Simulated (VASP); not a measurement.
## Cu: single point with PBE

Crystal: Cu.

```xyz
1
Lattice="0.0000 1.8143 1.8143 1.8143 0.0000 1.8143 1.8143 1.8143 0.0000" Properties=species:S:1:pos:R:3 pbc="T T T"
Cu    0.0000    0.0000    0.0000
```

```yaml
Program: VASP 6.6.1
Task: single point
Functional: PBE
Potentials_or_basis: VASP PAW PBE potentials, release 64 (Cu)
Cutoff: 520 eV
k_mesh: 24 × 24 × 24
Occupations: gaussian, width 0.15 eV
Spin: no spin polarisation
Dipole_correction: no
Further_INCAR_settings: ALGO = Normal; EDIFF = 1e-07; NBANDS = 12
```

```json
{"Pressure": "0.7 GPa"}
```

Levels at points of the mesh, in eV from the Fermi level:
| k point | band 4 | band 5 | band 6 | band 7 | band 8 | band 9 |
| --- | --- | --- | --- | --- | --- | --- |
| (0.00, 0.00, 0.00) | -3.01 | -2.20 | -2.20 | 22.49 | 25.05 | 25.05 |
| (0.50, 0.00, 0.00) | -1.64 | -1.64 | -0.98 | 3.69 | 20.99 | 21.88 |
| (0.50, 0.50, 0.00) | -1.50 | -1.50 | 1.49 | 7.02 | 12.98 | 12.98 |

Wall time 24 s on 1 thread of Intel(R) Xeon(R) 6975P-C (Granite Rapids), with other jobs on the host, peak memory 0.16 GiB.
